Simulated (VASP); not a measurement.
# Ge2N (P6/mmm) in VASP: notebook

The runs below take Ge2N through relaxation of cell and atoms, single point, with PBE.

Program: VASP 6.6.1. These are calculated values, not measurements. Logs are shortened: lines on timing, memory, paths and dates and some standing lists are left out, and cuts for length are marked.

## 1. The cell of the first run

It takes space group P6/mmm (No. 191, hexagonal). Conventional cell: a = 3.494 Å, b = 3.494 Å, c = 3.773 Å, α = 90.00°, β = 90.00°, γ = 120.00°. Ge (site symmetry -6m2) has 3 Ge at 2.02 Å within 2.7 Å. Within 3.6 Å of N (site symmetry 6/mmm) lie 12 Ge at 2.76 Å and 6 N at 3.49 Å.

## 2. Relaxation of cell and atoms, PBE

Contents of INCAR:

```
SYSTEM = Ge2N
PREC = Accurate
ENCUT = 600
EDIFF = 1E-6
ISMEAR = 0
SIGMA = 0.1
LREAL = .False.
LASPH = .True.
NELM = 80
ALGO = Normal
ISIF = 3
LWAVE = .False.
LCHARG = .False.
GGA = PE
IBRION = 2
NSW = 90
EDIFFG = -0.04
```

Contents of KPOINTS:

```
regular mesh
0
Gamma
  6 6 4
  0 0 0
```

Contents of POSCAR:

```
Ge2N
1.0
    3.4939173548      0.0000000000      0.0000000000
   -1.7469586774      3.0258211880      0.0000000000
    0.0000000000      0.0000000000      3.7725021273
Ge N
2 1
Direct
    0.3333333333      0.6666666667      0.5000000000
    0.6666666667      0.3333333333      0.5000000000
    0.0000000000      0.0000000000      0.0000000000
```

Potentials or basis: VASP PAW PBE potentials, release 64 (Ge_d, N).

The run is started by

```
> cat potpaw_PBE.64/Ge_d/POTCAR potpaw_PBE.64/N/POTCAR > POTCAR
> mpirun -np 1 vasp_std > vasp.out
```

OUTCAR:

```text
SYSTEM = Ge2N
   PREC = Accurate
   ENCUT = 600
   EDIFF = 1E-6
   ISMEAR = 0
   LREAL = .False.
   LASPH = .True.
   NELM = 80
   ISIF = 3
   GGA = PE
   IBRION = 2
   NSW = 90
   EDIFFG = -0.04

 ion  position               nearest neighbor table
   1  0.333  0.667  0.500-   2 2.02   2 2.02   2 2.02
   2  0.667  0.333  0.500-   1 2.02   1 2.02   1 2.02
   3  0.000  0.000  0.000-

  LATTYP: Found a hexagonal cell.
 ALAT       =     3.4939173548
 C/A-ratio  =     1.0797342193

  Lattice vectors:

 A1 = (   3.4939173548,   0.0000000000,   0.0000000000)
 A2 = (  -1.7469586774,   3.0258211880,   0.0000000000)
 A3 = (   0.0000000000,   0.0000000000,   3.7725021273)

Analysis of symmetry for initial positions (statically):
=====================================================================
 Subroutine PRICEL returns:
 Original cell was already a primitive cell.

 Routine SETGRP: Setting up the symmetry group for a
 hexagonal supercell.

 Subroutine GETGRP returns: Found 24 space group operations
 (whereof 24 operations were pure point group operations)
 out of a pool of 24 trial point group operations.

The static configuration has the point symmetry D_6h.

Analysis of symmetry for dynamics (positions and initial velocities):
=====================================================================
 Subroutine PRICEL returns:
 Original cell was already a primitive cell.

 Routine SETGRP: Setting up the symmetry group for a
 hexagonal supercell.

 Subroutine GETGRP returns: Found 24 space group operations
 (whereof 24 operations were pure point group operations)
 out of a pool of 24 trial point group operations.

The dynamic configuration has the point symmetry D_6h.

 Subroutine INISYM returns: Found 24 space group operations
 (whereof 24 operations are pure point group operations),
 and found     1 'primitive' translations

----------------------------------------------------------------------------------------

                                     Primitive cell

  volume of cell :      39.8828

  direct lattice vectors                    reciprocal lattice vectors
     3.493917355  0.000000000  0.000000000     0.286211693  0.165244398  0.000000000
    -1.746958677  3.025821188  0.000000000     0.000000000  0.330488796  0.000000000
     0.000000000  0.000000000  3.772502127     0.000000000  0.000000000  0.265076060

  length of vectors
     3.493917355  3.493917355  3.772502127     0.330488796  0.330488796  0.265076060

  position of ions in fractional coordinates (direct lattice)
     0.333333333  0.666666667  0.500000000
     0.666666667  0.333333333  0.500000000
     0.000000000  0.000000000  0.000000000

  ion indices of the primitive-cell ions
   primitive index   ion index
                 1           1
                 2           2
                 3           3

----------------------------------------------------------------------------------------

 KPOINTS: regular mesh

Automatic generation of k-mesh.
 Grid dimensions read from file:
 generate k-points for:    6    6    4

 Generating k-lattice:

  Cartesian coordinates                     Fractional coordinates (reciprocal lattice)
     0.047701949  0.027540733  0.000000000     0.166666667  0.000000000  0.000000000
     0.000000000  0.055081466  0.000000000     0.000000000  0.166666667  0.000000000
     0.000000000  0.000000000  0.066269015     0.000000000  0.000000000  0.250000000

  Length of vectors
     0.055081466  0.055081466  0.066269015

  Shift w.r.t. Gamma in fractional coordinates (k-lattice)
     0.000000000  0.000000000  0.000000000

 Subroutine IBZKPT returns following result:
 ===========================================

 Found     21 irreducible k-points:

 Following reciprocal coordinates:
            Coordinates               Weight
  0.000000  0.000000  0.000000      1.000000
  0.166667 -0.000000  0.000000      6.000000
  0.333333 -0.000000  0.000000      6.000000
  0.500000  0.000000  0.000000      3.000000
  0.166667  0.166667  0.000000      6.000000
  0.333333  0.166667  0.000000     12.000000
[... 13 lines left out ...]
  0.333333  0.166667  0.500000     12.000000
  0.333333  0.333333  0.500000      2.000000
   k-points           NKPTS =     21   k-points in BZ     NKDIM =     21   number of bands    NBANDS=     20
   number of dos      NEDOS =    301   number of ions     NIONS =      3
   total plane-waves  NPLWV =  23520
   dimension x,y,z NGX =    28 NGY =   28 NGZ =   30
   dimension x,y,z NGXF=    56 NGYF=   56 NGZF=   60
   ions per type =               2   1
   NGX,Y,Z   is equivalent  to a cutoff of  13.32, 13.32, 13.22 a.u.
   NGXF,Y,Z  is equivalent  to a cutoff of  26.65, 26.65, 26.44 a.u.
 SYSTEM =  Ge2N
   PREC   = accura    normal or accurate (medium, high low for compatibility)
   ISTART =      0    job   : 0-new  1-cont  2-samecut
   ICHARG =      2    charge: 1-file 2-atom 10-const
   ISPIN  =      1    spin polarized calculation?
   LNONCOLLINEAR =      F non collinear calculations
   LSORBIT =      F    spin-orbit coupling
   LASPH  =      T    aspherical Exc in radial PAW
   ENCUT  =  600.0 eV  44.10 Ry    6.64 a.u.   6.98  6.98  7.53*2*pi/ulx,y,z
   NELM   =     80;   NELMIN=  2; NELMDL= -5     # of ELM steps
   EDIFF  = 0.1E-05   stopping-criterion for ELM
   LREAL  =      F    real-space projection
   EDIFFG = -.4E-01   stopping-criterion for IOM
   NSW    =     90    number of steps for IOM
   IBRION =      2    ionic relax: 0-MD 1-quasi-New 2-CG
   NFREE  =      1    steps in history (QN), initial steepest desc. (CG)
   ISIF   =      3    stress and relaxation
   ISYM   =      2    0-nonsym 1-usesym 2-fastsym
   POTIM  = 0.5000    time-step for ionic-motion
   TEBEG  =    0.0;   TEEND  =   0.0 temperature during run
   PSTRESS=    0.0 pullay stress
   NELECT =      33.0000    total number of electrons
   NUPDOWN=      -1.0000    fix difference up-down
   EMIN   =  10.00;   EMAX   =-10.00  energy-range for DOS
   EFERMI =   0.00;   METHOD = LEGACY
   ISMEAR =     0;   SIGMA  =   0.10  broadening in eV -4-tet -1-fermi 0-gaus
   EFERMI_NEDOS =   21; number of points for ismear=-14 and -15
   IALGO  =     38    algorithm
   IMIX   =      4    mixing-type and parameters
     AMIX     =   0.40;   BMIX     =  1.00
     AMIX_MAG =   1.60;   BMIX_MAG =  1.00
  volume/ion in A,a.u.               =      13.29        89.71
  Fermi-wavevector in a.u.,A,eV,Ry     =   1.536919  2.904356 32.138599  2.362120
  Thomas-Fermi vector in A             =   2.643501
   LORBIT       =      0    0 simple, 1 ext, 2 COOP (PROOUT), +10 PAW based schemes
   GGA     = PE    functional components
   LHFCALC =     F    Hartree Fock is set to
   AEXX    =    0.0000 exact exchange contribution
   IVDW    =     0    specifies the selected vdW correction
   LEPSILON=     F    determine dielectric tensor
   LRPA    =     F    only Hartree local field effects (RPA)
 conjugate gradient relaxation of ions
 non-spin polarized calculation
 Gauss-broadening in eV      SIGMA  =   0.10
  energy-cutoff  :      600.00
  volume of cell :       39.88
 maximum number of plane-waves:      1344
 NGX is ok and might be reduce to    28
   NGX = 13   NGY = 13   NGZ = 15

--------------------------------------- Ionic step        1  -------------------------------------------

 number of electron      32.9999975 magnetization

 Free energy of the ion-electron system (eV)
  ---------------------------------------------------
  ext. energy  EPLUGINS =         0.00000000
  ---------------------------------------------------
  free energy    TOTEN  =        -9.17095160 eV

  energy without entropy =       -9.15786201  energy(sigma->0) =       -9.16440680

------------------------ aborting loop because EDIFF is reached ----------------------------------------

  FORCE on cell =-STRESS in cart. coord.  units (eV):
  Direction    XX          YY          ZZ          XY          YZ          ZX
  --------------------------------------------------------------------------------------
  -------------------------------------------------------------------------------------
  Total       23.4267858     23.4267858     -2.8188672      0.0000000      0.0000000     -0.0000000
  in kB      941.1046247    941.1046247   -113.2399900      0.0000000      0.0000000     -0.0000000
  external PRESSURE =     589.6564198 kB  Pullay stress =       0.0000000 kB
[... 22 lines left out ...]
  energy  without entropy=       -9.1578620074  energy(sigma->0) =       -9.16440680

--------------------------------------- Ionic step        2  -------------------------------------------

 number of electron      32.9999955 magnetization

 E-fermi :   1.8842     XC(G=0):  -9.1875

 val. band max:        1.8438355845   @ k =   0.3333  -0.0000   0.0000
 cond. band min:       1.8868522796   @ k =   0.3333   0.1667   0.2500
 fundamental gap:      0.0430166952
 Fermi energy:         1.8841943699

 k-point     1 :       0.0000    0.0000    0.0000
  band No.  band energies     occupation
      1     -22.9858      2.00000
      2     -22.9338      2.00000
      3     -22.9338      2.00000
      4     -22.9180      2.00000
      5     -22.8966      2.00000
      6     -22.8966      2.00000
[... 12 lines left out ...]
     19       4.4502      0.00000
[... 526 lines left out ...]
  FREE ENERGIE OF THE ION-ELECTRON SYSTEM (eV)
  ---------------------------------------------------
  free  energy   TOTEN  =       -12.3038290011 eV

  energy  without entropy=      -12.2949294041  energy(sigma->0) =      -12.29937920

[... ionic steps 4 to 10 ...]

--------------------------------------- Ionic step       11  -------------------------------------------

 number of electron      33.0000020 magnetization

------------------------ aborting loop because EDIFF is reached ----------------------------------------

  FORCE on cell =-STRESS in cart. coord.  units (eV):
  Direction    XX          YY          ZZ          XY          YZ          ZX
  --------------------------------------------------------------------------------------
  -------------------------------------------------------------------------------------
  Total        0.8438826      0.8438826      0.0035570      0.0000000      0.0000000      0.0000000
  in kB       29.8660508     29.8660508      0.1258869      0.0000000      0.0000000      0.0000000
  external PRESSURE =      19.9526628 kB  Pullay stress =       0.0000000 kB
[... 59 lines left out ...]
  energy  without entropy=      -12.6421184415  energy(sigma->0) =      -12.64893053

--------------------------------------- Ionic step       13  -------------------------------------------

 number of electron      32.9999989 magnetization

 Free energy of the ion-electron system (eV)
  ---------------------------------------------------
  ext. energy  EPLUGINS =         0.00000000
  ---------------------------------------------------
  free energy    TOTEN  =       -12.65703924 eV

  energy without entropy =      -12.64300530  energy(sigma->0) =      -12.65002227

 E-fermi :   5.6731     XC(G=0): -11.3140

 val. band max:        5.6278514038   @ k =   0.3333   0.1667   0.2500
 cond. band min:       5.7301312355   @ k =   0.3333   0.1667   0.0000
 fundamental gap:      0.1022798317
 Fermi energy:         5.6731251063

 k-point     1 :       0.0000    0.0000    0.0000
  band No.  band energies     occupation
      1     -19.1789      2.00000
      2     -19.0484      2.00000
      3     -19.0484      2.00000
      4     -19.0433      2.00000
      5     -19.0433      2.00000
      6     -18.9574      2.00000
[... 12 lines left out ...]
     19      10.1580      0.00000
[... 489 lines left out ...]
  FREE ENERGIE OF THE ION-ELECTRON SYSTEM (eV)
  ---------------------------------------------------
  free  energy   TOTEN  =       -12.6570392371 eV

  energy  without entropy=      -12.6430052989  energy(sigma->0) =      -12.65002227

 reached required accuracy - stopping structural energy minimisation
```

Wall time 2.1 min (1 thread of AMD EPYC 7R13 (Zen 3), shared host); peak memory 0.14 GiB.

Results:

```yaml
Free_energy: -12.6570 eV
Relaxed_volume: 15.37 Å³/atom
Relaxed_cell: a = 4.169 Å, b = 4.169 Å, c = 3.063 Å, α = 90.00°, β = 90.00°, γ = 120.00°
Space_group_after_relaxing_to_0.05_Å: P6/mmm (No. 191)
Energy_gained_by_relaxing: 1162.0 meV/atom
Ionic_steps: 13
Pressure_after_relaxing: 0.1 GPa
```

The path:
```
step  energy change (eV)  largest force (eV/Å)  pressure (GPa)  volume (Å³)
   1              0.0000                0.0000           58.97        39.88
   2             -1.6705                0.0000          -15.51        72.17
   3             -3.1329                0.0000           -5.10        54.48
   4             -3.1344                0.0000           -4.58        54.17
   5             -3.1343                0.0000           -4.09        53.87
   6             -3.3169                0.0000           -2.89        50.99
   7             -3.4214                0.0000           -0.97        48.28
   8             -3.4170                0.0000            6.47        42.83
   9             -3.4660                0.0000            0.58        46.29
  10             -3.4719                0.0000            3.08        44.57
  11             -3.4761                0.0000            2.00        45.27
  12             -3.4848                0.0000           -0.64        46.43
  13             -3.4861                0.0000            0.06        46.10
```

Final structure:
```yaml
crystal:
  lattice:
    - [4.16928, 0.00000, 0.00000]
    - [-2.08464, 3.61070, 0.00000]
    - [0.00000, 0.00000, 3.06261]
  atoms:
    - { symbol: Ge, position: [0.33333, 0.66667, 0.50000] }
    - { symbol: Ge, position: [0.66667, 0.33333, 0.50000] }
    - { symbol: N, position: [0.00000, 0.00000, 0.00000] }
```

Levels at points of the mesh, in eV from the Fermi level:
```
           k point  band 12  band 13  band 14  band 15  band 16  band 17  band 18  band 19  band 20
(0.00, 0.00, 0.00)    -9.39    -2.80    -2.31    -2.31    -2.05    -2.05    -0.56     4.48     6.73
(0.50, 0.00, 0.00)   -10.87    -7.67    -4.70     0.07     0.33     1.48     1.81     4.50     6.86
(0.00, 0.00, 0.50)   -10.63    -3.28    -1.02    -1.02    -0.74    -0.48    -0.48    -0.11     2.41
(0.50, 0.00, 0.50)    -8.53    -7.14    -4.76    -1.94    -1.88    -1.38    -0.93     2.30     5.02
```

Caveat: the k points lie up to 0.51 Å⁻¹ apart in the final cell; the volume moved by over 15 % at a fixed basis, so the end points are rough.

## 3. Relaxation of cell and atoms, PBE

This run uses another cell than the first one, of 15.44 Å³/atom, 1.161 times its volume.

Contents of INCAR:

```
SYSTEM = Ge2N
  PREC = Accurate
  ENCUT = 600
  EDIFF = 1E-7
  ISMEAR = 0
  SIGMA = 0.1
  LREAL = .FALSE.
  LASPH = .TRUE.
  NELM = 100
  ALGO = Normal
  ISIF = 3
  LWAVE = .FALSE.
  LCHARG = .FALSE.
  GGA = PE
  IBRION = 2
  NSW = 90
  EDIFFG = -0.04
```

Contents of KPOINTS:

```
regular mesh
0
G
  6 6 6
  0 0 0
```

Contents of POSCAR:

```
Ge2N
1.0
    4.1821583711      0.0000000000      0.0000000000
   -2.0910791856      3.6218553920      0.0000000000
    0.0000000000      0.0000000000      3.0575281647
Ge N
2 1
Direct
    0.3333333333      0.6666666667      0.5000000000
    0.6666666667      0.3333333333      0.5000000000
    0.0000000000      0.0000000000      0.0000000000
```

Potentials or basis: VASP PAW PBE potentials, release 64 (Ge_d, N).

The run is started by

```
> cat potpaw_PBE.64/Ge_d/POTCAR potpaw_PBE.64/N/POTCAR > POTCAR
> mpirun -np 1 vasp_std > vasp.out
```

Wall time 70 s (1 thread of AMD EPYC 7R13 (Zen 3), shared host); peak memory 0.17 GiB.

Results (log left out):

```
Free energy                            : -12.6805 eV
Relaxed volume                         : 15.18 Å³/atom
Relaxed cell                           : a = 4.250 Å, b = 4.250 Å, c = 2.911 Å, α = 90.00°, β = 90.00°, γ = 120.00°
Space group after relaxing (to 0.05 Å) : P6/mmm (No. 191)
Energy gained by relaxing              : 7.3 meV/atom
Ionic steps                            : 4
Pressure after relaxing                : 0.2 GPa
```

The path:
```csv
step,energy change (eV),largest force (eV/Å),pressure (GPa),volume (Å³)
1,0.0000,0.0000,0.25,46.31
2,-0.0119,0.0000,-0.61,46.47
3,-0.0171,0.0000,-1.55,46.68
4,-0.0219,0.0000,0.17,45.53
```

Final structure:
```xyz
3
Lattice="4.2498 0.0000 0.0000 -2.1249 3.6805 0.0000 0.0000 0.0000 2.9106" Properties=species:S:1:pos:R:3 pbc="T T T"
Ge    0.0000    2.4536    1.4553
Ge    2.1249    1.2268    1.4553
N     4.2498    0.0000    2.9106
```

Levels at points of the mesh, in eV from the Fermi level:
```csv
k point,band 12,band 13,band 14,band 15,band 16,band 17,band 18,band 19,band 20
"(0.00, 0.00, 0.00)",-9.71,-3.80,-2.78,-2.78,-2.49,-2.49,-0.12,5.25,6.55
"(0.50, 0.00, 0.00)",-11.22,-8.13,-5.10,0.06,0.27,1.24,1.39,5.58,6.97
"(0.00, 0.00, 0.50)",-10.28,-3.85,-1.26,-1.26,-1.16,-0.44,-0.44,-0.38,1.40
"(0.50, 0.00, 0.50)",-8.26,-6.96,-5.08,-2.23,-1.74,-1.61,-1.60,1.73,4.82
```

## 4. Single point, PBE

This run uses another cell than the first one, of 15.11 Å³/atom, 1.136 times its volume.

Contents of INCAR:

```
SYSTEM = Ge2N
  PREC = Accurate
  ENCUT = 520
  EDIFF = 1E-6
  ISMEAR = 0
  SIGMA = 0.1
  LREAL = .FALSE.
  LASPH = .TRUE.
  NELM = 80
  ALGO = Normal
  ISIF = 2
  LWAVE = .FALSE.
  LCHARG = .FALSE.
  GGA = PE
  NBANDS = 24
```

Contents of KPOINTS:

```
Automatic mesh
0
G
  12 12 16
  0 0 0
```

Contents of POSCAR:

```
Ge2N
1.0
    4.3047515103      0.0000000000      0.0000000000
   -2.1523757552      3.7280241649      0.0000000000
    0.0000000000      0.0000000000      2.8237301521
Ge N
2 1
Direct
    0.3333333333      0.6666666667      0.5000000000
    0.6666666667      0.3333333333      0.5000000000
    0.0000000000      0.0000000000      0.0000000000
```

The run is started by

```
> cat potpaw_PBE.64/Ge_d/POTCAR potpaw_PBE.64/N/POTCAR > POTCAR
> mpirun -np 1 vasp_std > vasp.out
```

Wall time 1.8 min (1 thread of AMD EPYC 7R13 (Zen 3), shared host); peak memory 0.25 GiB.

The run converged. Its results:

- Free energy: -12.6464 eV
- Pressure: 0.0 GPa

Levels at points of the mesh, in eV from the Fermi level:
| k point | band 13 | band 14 | band 15 | band 16 | band 17 | band 18 | band 19 | band 20 | band 21 | band 22 |
| --- | --- | --- | --- | --- | --- | --- | --- | --- | --- | --- |
| (0.00, 0.00, 0.00) | -4.17 | -2.80 | -2.80 | -2.52 | -2.52 | 0.30 | 6.10 | 6.59 | 6.59 | 8.67 |
| (0.50, 0.00, 0.00) | -8.20 | -5.08 | 0.07 | 0.58 | 1.28 | 1.31 | 6.59 | 6.70 | 6.79 | 8.62 |
| (0.00, 0.00, 0.50) | -3.93 | -1.25 | -1.14 | -1.14 | -0.28 | -0.14 | -0.14 | 1.07 | 4.39 | 4.39 |
| (0.50, 0.00, 0.50) | -6.58 | -4.98 | -2.21 | -1.75 | -1.46 | -1.39 | 1.62 | 4.90 | 8.28 | 9.52 |

## 5. The runs side by side

| task | cell | k mesh | cutoff (eV) | gap on the mesh (eV) | pressure (GPa) | relaxed volume (Å³/atom) |
| --- | --- | --- | --- | --- | --- | --- |
| relaxation of cell and atoms | relaxed from a = 3.494, b = 3.494, c = 3.773 Å, angles 90.0, 90.0, 120.0°, 3 atoms | 6 × 6 × 4 | 600 | none | 0.1 | 15.37 |
| relaxation of cell and atoms | relaxed from a = 4.182, b = 4.182, c = 3.058 Å, angles 90.0, 90.0, 120.0°, 3 atoms | 6 × 6 × 6 | 600 | none | 0.2 | 15.18 |
| single point | a = 4.305, b = 4.305, c = 2.824 Å, angles 90.0, 90.0, 120.0°, 3 atoms | 12 × 12 × 16 | 520 | none | 0.0 | - |

Alike in all rows: level PBE; potentials or basis VASP PAW PBE potentials, release 64 (Ge_d, N); no spin polarisation; smearing gaussian 0.1 eV.

Caveats: some runs use coarse meshes; the volume moved by over 15 % at a fixed basis, so the end points are rough (some runs).

Total energies depend on the potentials used, so only differences within one code and one set of settings carry meaning.
